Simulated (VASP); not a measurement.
# AlCo (CsCl type) (Pm-3m) in VASP: further runs

Runs on AlCo (CsCl type). Level: PBE. Tasks: single point.

Everything below comes from runs of VASP 6.6.1. Logs are shortened: lines on timing, memory, paths and dates and some standing lists are left out, and cuts for length are marked.

### 1 The cell of the first run

It takes space group Pm-3m (No. 221, cubic). Conventional cell: a = 2.853 Å, b = 2.853 Å, c = 2.853 Å, α = 90.00°, β = 90.00°, γ = 90.00°. Co (site symmetry m-3m) has 8 Al at 2.47 Å and 6 Co at 2.85 Å within 3.3 Å. Al (site symmetry m-3m) has 8 Co at 2.47 Å and 6 Al at 2.85 Å within 3.3 Å.

### 2 Single point, PBE

File INCAR:

```
SYSTEM = AlCo
PREC = Accurate ; ENCUT = 520
EDIFF = 1E-6 ; ISMEAR = -1
SIGMA = 0.1 ; LREAL = .False.
LASPH = .True. ; NELM = 60
ALGO = Normal ; ISIF = 2
LWAVE = .False. ; LCHARG = .True.
GGA = PE ; LELF = .True.
LVHAR = .True. ; NBANDS = 20
```

File KPOINTS:

```
regular mesh
0
Gamma
  13 9 9
  0 0 0
```

File POSCAR:

```
AlCo
1.0
    0.0000000000      0.0000000000      2.8528193273
    2.8528193273     -2.8528193273      0.0000000000
    2.8528193273      2.8528193273      0.0000000000
Co Al
2 2
Direct
    0.0000000000      0.0000000000      0.0000000000
    0.0000000000      0.5000000000      0.5000000000
    0.5000000000      0.5000000000      0.0000000000
    0.5000000000      0.0000000000      0.5000000000
```

Potentials or basis: VASP PAW PBE potentials, release 64 (Co, Al).

Run with:

```console
$ cat potpaw_PBE.64/Co/POTCAR potpaw_PBE.64/Al/POTCAR > POTCAR
$ mpirun -np 1 vasp_std > vasp.out
```

OUTCAR:

```text
SYSTEM = AlCo
   PREC = Accurate
   ENCUT = 520
   EDIFF = 1E-6
   ISMEAR = -1
   LREAL = .False.
   LASPH = .True.
   NELM = 60
   ISIF = 2
   GGA = PE

 ion  position               nearest neighbor table
   1  0.000  0.000  0.000-   3 2.47   4 2.47   4 2.47   3 2.47   3 2.47   4 2.47   4 2.47   3 2.47
                             2 2.85   2 2.85   2 2.85   2 2.85
   2  0.000  0.500  0.500-   3 2.47   4 2.47   3 2.47   4 2.47   3 2.47   4 2.47   3 2.47   4 2.47
                             1 2.85   1 2.85   1 2.85   1 2.85
   3  0.500  0.500  0.000-   1 2.47   2 2.47   2 2.47   1 2.47   1 2.47   2 2.47   2 2.47   1 2.47
                             4 2.85   4 2.85   4 2.85   4 2.85
   4  0.500  0.000  0.500-   1 2.47   2 2.47   1 2.47   2 2.47   1 2.47   2 2.47   1 2.47   2 2.47
                             3 2.85   3 2.85   3 2.85   3 2.85

  LATTYP: Found a simple tetragonal cell.
 ALAT       =     4.0344957837
 C/A-ratio  =     0.7071067812

  Lattice vectors:

 A1 = (   2.8528193273,  -2.8528193273,   0.0000000000)
 A2 = (   2.8528193273,   2.8528193273,   0.0000000000)
 A3 = (   0.0000000000,   0.0000000000,   2.8528193273)

Analysis of symmetry for initial positions (statically):
=====================================================================
 Subroutine PRICEL returns following result:

  LATTYP: Found a simple cubic cell.
 ALAT       =     2.8528193273

  Lattice vectors:

 A1 = (   0.0000000000,   0.0000000000,   2.8528193273)
 A2 = (   0.0000000000,  -2.8528193273,   0.0000000000)
 A3 = (   2.8528193273,   0.0000000000,   0.0000000000)

   2 primitive cells build up your supercell.

 Routine SETGRP: Setting up the symmetry group for a
 simple tetragonal supercell.

 Subroutine GETGRP returns: Found 16 space group operations
 (whereof 16 operations were pure point group operations)
 out of a pool of 16 trial point group operations.

The static configuration has the point symmetry D_4h.

Analysis of symmetry for dynamics (positions and initial velocities):
=====================================================================
 Subroutine PRICEL returns following result:

  LATTYP: Found a simple cubic cell.
 ALAT       =     2.8528193273

  Lattice vectors:

 A1 = (   0.0000000000,   0.0000000000,   2.8528193273)
 A2 = (   0.0000000000,  -2.8528193273,   0.0000000000)
 A3 = (   2.8528193273,   0.0000000000,   0.0000000000)

   2 primitive cells build up your supercell.

 Routine SETGRP: Setting up the symmetry group for a
 simple tetragonal supercell.

 Subroutine GETGRP returns: Found 16 space group operations
 (whereof 16 operations were pure point group operations)
 out of a pool of 16 trial point group operations.

The dynamic configuration has the point symmetry D_4h.

 Subroutine INISYM returns: Found 16 space group operations
 (whereof 16 operations are pure point group operations),
 and found     2 'primitive' translations

----------------------------------------------------------------------------------------

                                     Primitive cell

  volume of cell :      23.2179

  direct lattice vectors                    reciprocal lattice vectors
     0.000000000  0.000000000  2.852819327     0.000000000  0.000000000  0.350530435
     0.000000000 -2.852819327  0.000000000     0.000000000 -0.350530435  0.000000000
     2.852819327  0.000000000  0.000000000     0.350530435  0.000000000  0.000000000

  length of vectors
     2.852819327  2.852819327  2.852819327     0.350530435  0.350530435  0.350530435

  position of ions in fractional coordinates (direct lattice)
     0.000000000  0.000000000  0.000000000
     0.500000000  0.500000000  0.500000000

  ion indices of the primitive-cell ions
   primitive index   ion index
                 1           1
                 2           3

----------------------------------------------------------------------------------------

 KPOINTS: regular mesh

Automatic generation of k-mesh.
 Grid dimensions read from file:
 generate k-points for:   13    9    9

 Generating k-lattice:

  Cartesian coordinates                     Fractional coordinates (reciprocal lattice)
     0.000000000  0.000000000  0.026963880     0.076923077  0.000000000  0.000000000
     0.019473913 -0.019473913  0.000000000     0.000000000  0.111111111  0.000000000
     0.019473913  0.019473913  0.000000000     0.000000000  0.000000000  0.111111111

  Length of vectors
     0.026963880  0.027540272  0.027540272

  Shift w.r.t. Gamma in fractional coordinates (k-lattice)
     0.000000000  0.000000000  0.000000000

 Subroutine IBZKPT returns following result:
 ===========================================

 Found    105 irreducible k-points:

 Following reciprocal coordinates:
            Coordinates               Weight
  0.000000  0.000000  0.000000      1.000000
  0.076923  0.000000  0.000000      2.000000
  0.153846  0.000000  0.000000      2.000000
  0.230769  0.000000  0.000000      2.000000
  0.307692  0.000000  0.000000      2.000000
  0.384615  0.000000  0.000000      2.000000
[... 16 lines left out ...]
  0.076923  0.333333  0.000000      8.000000
  0.153846  0.333333  0.000000      8.000000
 [... further k-points ...]
   k-points           NKPTS =    105   k-points in BZ     NKDIM =    105   number of bands    NBANDS=     20
   number of dos      NEDOS =    301   number of ions     NIONS =      4
   total plane-waves  NPLWV =  21600
   dimension x,y,z NGX =    24 NGY =   30 NGZ =   30
   dimension x,y,z NGXF=    48 NGYF=   60 NGZF=   60
   ions per type =               2   2
   NGX,Y,Z   is equivalent  to a cutoff of  13.99, 12.36, 12.36 a.u.
   NGXF,Y,Z  is equivalent  to a cutoff of  27.97, 24.72, 24.72 a.u.
 SYSTEM =  AlCo
   PREC   = accura    normal or accurate (medium, high low for compatibility)
   ISTART =      0    job   : 0-new  1-cont  2-samecut
   ICHARG =      2    charge: 1-file 2-atom 10-const
   ISPIN  =      1    spin polarized calculation?
   LNONCOLLINEAR =      F non collinear calculations
   LSORBIT =      F    spin-orbit coupling
   LASPH  =      T    aspherical Exc in radial PAW
   ENCUT  =  520.0 eV  38.22 Ry    6.18 a.u.   5.30  7.50  7.50*2*pi/ulx,y,z
   NELM   =     60;   NELMIN=  2; NELMDL= -5     # of ELM steps
   EDIFF  = 0.1E-05   stopping-criterion for ELM
   LREAL  =      F    real-space projection
   EDIFFG = 0.1E-04   stopping-criterion for IOM
   NSW    =      0    number of steps for IOM
   IBRION =     -1    ionic relax: 0-MD 1-quasi-New 2-CG
   NFREE  =      0    steps in history (QN), initial steepest desc. (CG)
   ISIF   =      2    stress and relaxation
   ISYM   =      2    0-nonsym 1-usesym 2-fastsym
   POTIM  = 0.5000    time-step for ionic-motion
   TEBEG  =    0.0;   TEEND  =   0.0 temperature during run
   PSTRESS=    0.0 pullay stress
   NELECT =      24.0000    total number of electrons
   NUPDOWN=      -1.0000    fix difference up-down
   EMIN   =  10.00;   EMAX   =-10.00  energy-range for DOS
   EFERMI =   0.00;   METHOD = LEGACY
   ISMEAR =    -1;   SIGMA  =   0.10  broadening in eV -4-tet -1-fermi 0-gaus
   EFERMI_NEDOS =   21; number of points for ismear=-14 and -15
   IALGO  =     38    algorithm
   IMIX   =      4    mixing-type and parameters
     AMIX     =   0.40;   BMIX     =  1.00
     AMIX_MAG =   1.60;   BMIX_MAG =  1.00
  volume/ion in A,a.u.               =      11.61        78.34
  Fermi-wavevector in a.u.,A,eV,Ry     =   1.313795  2.482713 23.484440  1.726058
  Thomas-Fermi vector in A             =   2.444093
   LORBIT       =      0    0 simple, 1 ext, 2 COOP (PROOUT), +10 PAW based schemes
   GGA     = PE    functional components
   LHFCALC =     F    Hartree Fock is set to
   AEXX    =    0.0000 exact exchange contribution
   IVDW    =     0    specifies the selected vdW correction
   LEPSILON=     F    determine dielectric tensor
   LRPA    =     F    only Hartree local field effects (RPA)
 non-spin polarized calculation
  energy-cutoff  :      520.00
  volume of cell :       46.44
 maximum number of plane-waves:      1275
 NGX is ok and might be reduce to    24
   NGX = 11   NGY = 15   NGZ = 15

 number of electron      23.9999995 magnetization

 Free energy of the ion-electron system (eV)
  ---------------------------------------------------
  ext. energy  EPLUGINS =         0.00000000
  ---------------------------------------------------
  free energy    TOTEN  =       -24.00633579 eV

  energy without entropy =      -23.94802899  energy(sigma->0) =      -23.97718239

 E-fermi :  10.4851     XC(G=0): -12.2507

 val. band max:       10.4824307770   @ k =   0.0769   0.1111   0.1111
 cond. band min:      10.5081480309   @ k =   0.4615   0.4444   0.3333
 fundamental gap:      0.0257172539
 Fermi energy:        10.4851014601

 k-point     1 :       0.0000    0.0000    0.0000
  band No.  band energies     occupation
      1      -0.5193      2.00000
      2       5.2957      2.00000
      3       7.4917      2.00000
      4       7.5885      2.00000
      5       7.5895      2.00000
      6       7.8631      2.00000
[... 12 lines left out ...]
     19      19.2568      0.00000
     20      19.2570      0.00000

 k-point     2 :       0.0769    0.0000    0.0000
  band No.  band energies     occupation
      1      -0.4074      2.00000
      2       5.3581      2.00000
      3       7.5779      2.00000
      4       7.6090      2.00000
      5       7.6195      2.00000
      6       7.6951      2.00000
[... 12 lines left out ...]
     19      19.2429      0.00000
     20      20.2066      0.00000

 k-point     3 :       0.1538    0.0000    0.0000
  band No.  band energies     occupation
      1      -0.0738      2.00000
      2       5.5372      2.00000
      3       7.3869      2.00000
      4       7.3869      2.00000
      5       7.5049      2.00000
      6       7.7068      2.00000
[... 12 lines left out ...]
     19      19.2016      0.00000
     20      20.7391      0.00000

 k-point     4 :       0.2308    0.0000    0.0000
  band No.  band energies     occupation
      1       0.4746      2.00000
      2       5.8074      2.00000
      3       7.0952      2.00000
      4       7.0952      2.00000
      5       7.2471      2.00000
      6       7.8338      2.00000
[... 12 lines left out ...]
     19      19.1366      0.00000
     20      19.1553      0.00000

 k-point     5 :       0.3077    0.0000    0.0000
  band No.  band energies     occupation
      1       1.2259      2.00000
      2       6.1218      2.00000
      3       6.6305      2.00000
      4       6.8623      2.00000
      5       6.8623      2.00000
      6       7.9740      2.00000
[... 12 lines left out ...]
     19      18.3749      0.00000
     20      18.6672      0.00000

 k-point     6 :       0.3846    0.0000    0.0000
  band No.  band energies     occupation
      1       2.1608      2.00000
      2       5.6326      2.00000
      3       6.4095      2.00000
      4       6.7020      2.00000
      5       6.7020      2.00000
      6       8.0950      2.00000
[... 12 lines left out ...]
     19      16.9574      0.00000
     20      18.9833      0.00000

 k-point     7 :       0.4615    0.0000    0.0000
  band No.  band energies     occupation
      1       3.2464      2.00000
      2       4.4490      2.00000
      3       6.5855      2.00000
      4       6.6205      2.00000
      5       6.6205      2.00000
      6       8.1654      2.00000
[... 12 lines left out ...]
     19      15.9891      0.00000
     20      18.9371      0.00000
[... 277 lines left out ...]
 k-point    20 :       0.3846    0.2222    0.0000
  band No.  band energies     occupation
      1       2.5675      2.00000
      2       5.8202      2.00000
      3       5.9246      2.00000
      4       6.9181      2.00000
      5       6.9205      2.00000
      6       8.1442      2.00000
[... 12 lines left out ...]
     19      17.2331      0.00000
     20      18.3070      0.00000

 k-point    21 :       0.4615    0.2222    0.0000
  band No.  band energies     occupation
      1       3.6088      2.00000
      2       4.8116      2.00000
      3       6.1326      2.00000
      4       6.7642      2.00000
      5       6.8456      2.00000
      6       8.2674      2.00000
[... 12 lines left out ...]
     19      17.6999      0.00000
     20      18.2544      0.00000

 k-point    22 :       0.0000    0.3333    0.0000
  band No.  band energies     occupation
      1       0.5151      2.00000
      2       3.3279      2.00000
      3       6.9368      2.00000
      4       7.6106      2.00000
      5       7.6911      2.00000
      6       7.7334      2.00000
[... 12 lines left out ...]
     19      20.3729      0.00000
     20      21.2059      0.00000

 k-point    23 :       0.0769    0.3333    0.0000
  band No.  band energies     occupation
      1       0.6227      2.00000
      2       3.4162      2.00000
      3       7.0016      2.00000
      4       7.6375      2.00000
      5       7.6898      2.00000
      6       7.7125      2.00000
[... 12 lines left out ...]
     19      19.8292      0.00000
     20      21.5016      0.00000

 k-point    24 :       0.1538    0.3333    0.0000
  band No.  band energies     occupation
      1       0.9429      2.00000
      2       3.6748      2.00000
      3       7.1671      2.00000
      4       7.5750      2.00000
      5       7.7136      2.00000
      6       7.7358      2.00000
[... 12 lines left out ...]
     19      17.9851      0.00000
     20      22.7784      0.00000

 [... further k-points ...]

------------------------ aborting loop because EDIFF is reached ----------------------------------------

  FORCE on cell =-STRESS in cart. coord.  units (eV):
  Direction    XX          YY          ZZ          XY          YZ          ZX
  --------------------------------------------------------------------------------------
  -------------------------------------------------------------------------------------
  Total       -0.0104779     -0.0104779      0.0067136      0.0000000     -0.0000000      0.0000000
  in kB       -0.3615204     -0.3615204      0.2316397      0.0000000     -0.0000000      0.0000000
  external PRESSURE =      -0.1638004 kB  Pullay stress =       0.0000000 kB

 VOLUME and BASIS-vectors are now :
 -----------------------------------------------------------------------------
  energy-cutoff  :      520.00
  volume of cell :       46.44
      direct lattice vectors                 reciprocal lattice vectors
     0.000000000  0.000000000  2.852819327     0.000000000  0.000000000  0.350530435
     2.852819327 -2.852819327  0.000000000     0.175265218 -0.175265218  0.000000000
     2.852819327  2.852819327  0.000000000     0.175265218  0.175265218  0.000000000

 POSITION                                       TOTAL-FORCE (eV/Angst)
 -----------------------------------------------------------------------------------
      0.00000      0.00000      0.00000         0.000000     -0.000000     -0.000000
      2.85282      0.00000      0.00000         0.000000      0.000000     -0.000000
      1.42641     -1.42641      1.42641        -0.000000     -0.000000      0.000000
      1.42641      1.42641      1.42641         0.000000      0.000000      0.000000
 -----------------------------------------------------------------------------------
    total drift:                                0.000000      0.000000     -0.000000

  FREE ENERGIE OF THE ION-ELECTRON SYSTEM (eV)
  ---------------------------------------------------
  free  energy   TOTEN  =       -24.0063357922 eV

  energy  without entropy=      -23.9480289924  energy(sigma->0) =      -23.97718239
```

It took 74 s on 1 thread of AMD EPYC 9R14 (Zen 4), shared host; peak memory 0.19 GiB.

What came out:

```yaml
Free_energy: -24.0063 eV
Pressure: 0.0 GPa
Band_gap_on_the_k_mesh: zero (bands 12 and 13 overlap by 1.01 eV)
```

Caveat: the run has no spin polarisation, though such a crystal can be magnetic. Spin polarisation is off, so any magnetic state and its effect on volume and gap are missing.

### 3 Single point, PBE

File INCAR:

```
PREC = Accurate ; ENCUT = 520
EDIFF = 1E-7 ; ISMEAR = -1
SIGMA = 0.1 ; LREAL = F
LASPH = T ; NELM = 100
ALGO = Normal ; ISIF = 2
LWAVE = F ; LCHARG = T
GGA = PE ; LELF = T
LVHAR = T ; NBANDS = 20
```

File KPOINTS:

```
Automatic mesh
0
Gamma
  13 9 9
```

POSCAR is that of step 2.

Potentials or basis: VASP PAW PBE potentials, release 64 (Co, Al).

Run with:

```console
$ cat potpaw_PBE.64/Co/POTCAR potpaw_PBE.64/Al/POTCAR > POTCAR
$ mpirun -np 1 vasp_std > vasp.out
```

Run time: 81 s. Hardware: 1 thread of AMD EPYC 9R14 (Zen 4), shared host; peak memory 0.19 GiB.

The run converged. Its results:

| Item | Value |
| --- | --- |
| Free energy | -24.0063 eV |
| Pressure | -0.1 GPa |
| Band gap on the k mesh | zero (bands 12 and 13 overlap by 1.01 eV) |

Levels at points of the mesh, in eV from the Fermi level:
```
           k point  band 9  band 10  band 11  band 12  band 13  band 14  band 15  band 16
(0.00, 0.00, 0.00)   -1.45    -0.79    -0.79    -0.79    -0.19     2.46     3.48     6.00
```

Caveat: the run has no spin polarisation, though such a crystal can be magnetic.
